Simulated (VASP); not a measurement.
# TaN (P4/nmm) in VASP: further runs, part 2 of 2

VASP 6.6.1.

## Step 4: Relaxation of cell and atoms, LDA

This run uses another cell than the first one, of 14.38 Å³/atom, 0.962 times its volume.

The input, INCAR:

```
PREC     = Accurate       # precision mode
ENCUT    = 600            # plane-wave cutoff, eV
EDIFF    = 1E-6           # SCF threshold, eV
ISMEAR   = -1             # smearing method
SIGMA    = 0.05           # smearing width, eV
LREAL    = F              # projectors in reciprocal space
LASPH    = T              # aspherical terms in the spheres
NELM     = 60             # most SCF steps
ALGO     = Normal         # electronic algorithm
ISIF     = 3              # what is computed and relaxed
LWAVE    = F              # write WAVECAR
LCHARG   = F              # write CHGCAR
GGA      = CA             # functional
IBRION   = 2              # ionic algorithm
NSW      = 60             # ionic steps
EDIFFG   = -0.01          # ionic threshold
```

The input, KPOINTS:

```
regular mesh
0
Gamma
  8 8 6
```

The input, POSCAR:

```
TaN
1.0
    3.3991219400      0.0000000000      0.0000000000
    0.0000000000      3.3991219400      0.0000000000
    0.0000000000      0.0000000000      4.9769636900
Ta N
2 2
Direct
    0.0000000000      0.0000000000      0.0000000000
    0.5000000000      0.5000000000      0.0000000000
    0.5000000000      0.0000000000      0.2670000000
    0.0000000000      0.5000000000      0.7330000000
```

Potentials or basis: VASP PAW LDA potentials, release 64 (Ta_pv, N).

The run is started by

```sh
$ cat potpaw_LDA.64/Ta_pv/POTCAR potpaw_LDA.64/N/POTCAR > POTCAR
$ mpirun -np 1 vasp_std > vasp.out
```

It took 13 min on 1 thread of Intel Xeon Platinum 8488C (Sapphire Rapids), shared host; peak memory 0.22 GiB.

Results (log left out):

| Quantity | Value |
| --- | --- |
| Free energy | -47.0942 eV |
| Relaxed volume | 12.79 Å³/atom |
| Relaxed cell | a = 4.138 Å, b = 4.138 Å, c = 2.988 Å, α = 90.00°, β = 90.00°, γ = 90.00° |
| Space group after relaxing (to 0.05 Å) | P4/mmm (No. 123) |
| Energy gained by relaxing | 1712.1 meV/atom |
| Ionic steps | 30 |
| Pressure after relaxing | 0.1 GPa |
| Largest force after relaxing | 0.005 eV/Å |
| Band gap on the k mesh | zero (band 16 reaches 7.86 eV, above the bottom of band 17 at 4.03 eV) |

Forces in eV/Å, atoms in the order of the input:
```
Ta   0.000  0.000  0.000
Ta   0.000  0.000  0.000
N    0.000  0.000  0.005
N    0.000  0.000 -0.005
```

Stress tensor (GPa, compression positive):
```
 0.11  0.00  0.00
 0.00  0.11  0.00
 0.00  0.00 -0.03
```

Step by step:
| step | energy change (eV) | largest force (eV/Å) | pressure (GPa) | volume (Å³) |
| --- | --- | --- | --- | --- |
| 1 | 0.0000 | 3.2289 | 27.52 | 57.50 |
| 2 | -0.9789 | 4.0590 | -37.11 | 77.83 |
| 3 | -2.5125 | 4.0459 | -19.64 | 68.40 |
| 4 | -2.5172 | 4.0188 | -17.51 | 67.62 |
| 5 | -4.5116 | 1.1252 | 0.70 | 58.73 |
| 6 | -5.0123 | 0.4648 | 14.08 | 54.20 |
| 7 | -5.6580 | 0.1675 | 48.42 | 44.75 |
| 8 | -6.1107 | 0.6092 | 31.11 | 44.96 |
| 9 | -6.1069 | 0.7533 | 28.06 | 44.98 |
| 10 | -6.1128 | 0.7123 | 29.08 | 44.97 |
| 11 | -6.3545 | 0.7756 | 18.46 | 46.48 |
| 12 | -6.5654 | 0.8874 | 1.45 | 49.54 |
| 13 | -6.5714 | 0.9030 | -1.40 | 50.15 |
| 14 | -6.5714 | 0.9073 | -1.84 | 50.26 |
| 15 | -6.5961 | 0.8341 | -0.21 | 50.27 |
| 16 | -6.6181 | 0.6728 | 3.71 | 50.29 |
| 17 | -6.6411 | 0.6984 | 1.96 | 50.76 |
| 18 | -6.6784 | 0.5907 | -3.06 | 52.19 |
| 19 | -6.7081 | 0.4908 | -1.94 | 52.00 |
| 20 | -6.7767 | 0.4059 | 1.30 | 51.44 |
| 21 | -6.8299 | 0.0385 | 5.93 | 50.32 |
| 22 | -6.8398 | 0.1267 | 2.72 | 50.60 |
| 23 | -6.8398 | 0.1350 | 2.49 | 50.62 |
| 24 | -6.8430 | 0.1137 | 1.84 | 50.77 |
| 25 | -6.8478 | 0.0488 | -0.23 | 51.19 |
| 26 | -6.8479 | 0.0377 | -0.55 | 51.27 |
| 27 | -6.8482 | 0.0252 | -0.32 | 51.25 |
| 28 | -6.8483 | 0.0156 | -0.10 | 51.24 |
| 29 | -6.8483 | 0.0131 | -0.07 | 51.23 |
| 30 | -6.8484 | 0.0053 | 0.06 | 51.17 |

Final structure:
```cif
data_structure
_symmetry_space_group_name_H-M 'P 1'
_symmetry_Int_Tables_number 1
_cell_length_a 4.1382
_cell_length_b 4.1382
_cell_length_c 2.9883
_cell_angle_alpha 90.000
_cell_angle_beta 90.000
_cell_angle_gamma 90.000
_cell_volume 51.17
loop_
_atom_site_label
_atom_site_type_symbol
_atom_site_fract_x
_atom_site_fract_y
_atom_site_fract_z
_atom_site_occupancy
Ta1 Ta 0.00000 0.00000 0.00000 1
Ta2 Ta 0.50000 0.50000 0.00000 1
N1 N 0.50000 0.00000 0.99953 1
N2 N 0.00000 0.50000 0.00047 1
```

Levels at points of the mesh, in eV from the Fermi level:
```tsv
k point	band 14	band 15	band 16	band 17	band 18	band 19
(0.00, 0.00, 0.00)	-2.39	-1.97	-1.95	-1.33	1.02	1.02
(0.50, 0.00, 0.00)	-3.16	-2.72	-2.72	2.12	2.12	2.32
(0.50, 0.50, 0.00)	-3.55	-2.97	-2.97	3.93	3.93	3.99
(0.00, 0.00, 0.50)	-2.86	-2.86	-2.10	-2.10	0.97	0.97
(0.50, 0.00, 0.50)	-4.00	-1.31	-1.31	2.46	2.46	2.65
(0.50, 0.50, 0.50)	-6.21	1.72	1.72	2.59	2.59	3.09
```

Caveat: spin-orbit coupling is left out, which moves the levels of the heavy elements.

## Step 5: Relaxation of cell and atoms, LDA+U

This run uses another cell than the first one, of 14.38 Å³/atom, 0.962 times its volume.

The input, INCAR:

```
ALGO = Normal
EDIFF = 1E-7
EDIFFG = -0.01
ENCUT = 600
IBRION = 2
ISIF = 3
ISMEAR = -1
LASPH = True
LCHARG = False
LDAU = True
LDAUJ = 0 0
LDAUL = 2 -1
LDAUPRINT = 1
LDAUTYPE = 2
LDAUU = 1 0
LMAXMIX = 4
LREAL = False
LWAVE = False
NELM = 150
NSW = 60
PREC = Accurate
SIGMA = 0.05
```

The input, KPOINTS:

```
k-points
0
Gamma
  8 8 6
```

POSCAR is that of step 4.

The run is started by

```sh
$ cat potpaw_LDA.64/Ta_pv/POTCAR potpaw_LDA.64/N/POTCAR > POTCAR
$ mpirun -np 1 vasp_std > vasp.out
```

Wall time 15 min (1 thread of Intel Xeon Platinum 8488C (Sapphire Rapids), shared host); peak memory 0.23 GiB.

It converged, with:

```yaml
Free_energy: -45.2744 eV
Relaxed_volume: 12.90 Å³/atom
Relaxed_cell: a = 4.149 Å, b = 4.149 Å, c = 2.999 Å, α = 90.00°, β = 90.00°, γ = 90.00°
Space_group_after_relaxing_to_0.05_Å: P4/mmm (No. 123)
Energy_gained_by_relaxing: 1758.0 meV/atom
Ionic_steps: 42
Pressure_after_relaxing: -0.1 GPa
Band_gap_on_the_k_mesh: zero (band 16 reaches 7.97 eV, above the bottom of band 17 at 4.00 eV)
```

Stress tensor (GPa, compression positive):
```
-0.10  0.00  0.00
 0.00 -0.10  0.00
 0.00  0.00  0.00
```

Step by step:
```tsv
step	energy change (eV)	largest force (eV/Å)	pressure (GPa)	volume (Å³)
1	0.0000	3.1670	30.01	57.50
3	-2.5993	4.0393	-19.11	68.95
5	-4.5652	1.2320	-0.05	59.51
7	-5.8266	0.0692	48.31	44.74
9	-6.2232	0.7709	29.69	45.11
11	-6.7272	0.9681	0.63	49.97
13	-6.7671	0.9037	-0.15	50.60
15	-6.8235	0.7300	2.02	51.19
17	-6.8609	0.5784	-3.63	52.90
19	-6.9746	0.3451	1.93	52.10
21	-7.0022	0.0265	5.09	51.50
23	-7.0252	0.1249	0.26	51.86
25	-7.0266	0.1050	0.24	51.85
27	-7.0309	0.0420	-0.94	51.83
29	-7.0317	0.0128	-0.08	51.71
31	-7.0318	0.0150	-0.03	51.65
33	-7.0318	0.0156	-0.14	51.63
35	-7.0318	0.0154	-0.09	51.63
37	-7.0319	0.0136	0.09	51.59
39	-7.0319	0.0122	0.07	51.59
41	-7.0319	0.0077	0.03	51.59
42	-7.0319	0.0019	-0.07	51.62
```

Final structure:
```
Ta N
1.0
     4.14885    0.00000    0.00000
     0.00000    4.14885    0.00000
     0.00000    0.00000    2.99882
Ta N
2 2
Direct
  0.00000 0.00000 0.00000
  0.50000 0.50000 0.00000
  0.50000 0.00000 0.00017
  0.00000 0.50000 0.99983
```

Levels at points of the mesh, in eV from the Fermi level:
| k point | band 14 | band 15 | band 16 | band 17 | band 18 | band 19 |
| --- | --- | --- | --- | --- | --- | --- |
| (0.00, 0.00, 0.00) | -2.46 | -2.02 | -2.00 | -1.38 | 1.07 | 1.07 |
| (0.50, 0.00, 0.00) | -3.20 | -2.73 | -2.73 | 2.17 | 2.17 | 2.29 |
| (0.50, 0.50, 0.00) | -3.54 | -3.01 | -3.01 | 3.97 | 3.97 | 3.98 |
| (0.00, 0.00, 0.50) | -2.78 | -2.78 | -2.18 | -2.18 | 1.04 | 1.04 |
| (0.50, 0.00, 0.50) | -4.05 | -1.25 | -1.25 | 2.46 | 2.46 | 2.63 |
| (0.50, 0.50, 0.50) | -6.20 | 1.79 | 1.79 | 2.44 | 2.44 | 3.08 |

Eigenvalues of the final occupation matrices:
```
    site  spin  trace               eigenvalues
site 1 d     1   1.21  0.18 0.18 0.24 0.28 0.32
site 1 d     2   1.21  0.18 0.18 0.24 0.28 0.32
site 2 d     1   1.21  0.18 0.18 0.24 0.28 0.32
site 2 d     2   1.21  0.18 0.18 0.24 0.28 0.32
```

Caveat: the electronic state changed during the relaxation; spin-orbit coupling is left out, which moves the levels of the heavy elements; U without spin polarisation on a metal has little footing.

## Step 6: Overview

```csv
task,level,potentials or basis,U,cell,cutoff (eV),gap on the mesh (eV),pressure (GPa),relaxed volume (Å³/atom),largest force (eV/Å)
single point,PBE,"VASP PAW PBE potentials, release 64 (Ta_pv, N)",-,"a = 3.444, b = 3.444, c = 5.042 Å, 4 atoms",520,none,28.0,-,3.27
single point,PBE,"VASP PAW PBE potentials, release 64 (Ta_pv, N)",-,"a = 3.466, b = 3.466, c = 5.075 Å, 4 atoms",520,none,23.2,-,3.56
relaxation of cell and atoms,LDA,"VASP PAW LDA potentials, release 64 (Ta_pv, N)",-,"relaxed from a = 3.399, b = 3.399, c = 4.977 Å, 4 atoms",600,none,0.1,12.79,0.01
relaxation of cell and atoms,LDA+U,"VASP PAW LDA potentials, release 64 (Ta_pv, N)",Ta d U = 1.0 eV,"relaxed from a = 3.399, b = 3.399, c = 4.977 Å, 4 atoms",600,none,-0.1,12.90,-
```

Alike in all rows: no spin polarisation; k mesh 8 × 8 × 6; smearing fermi-dirac 0.05 eV.

Caveats: spin-orbit coupling is left out, which moves the levels of the heavy elements; forces of over 1 eV/Å act on the atoms, so gaps and moduli don't describe the material at rest (some runs); the electronic state changed during the relaxation (some runs); U without spin polarisation on a metal has little footing (some runs).

Absolute energies hang on the potentials; compare differences alone.
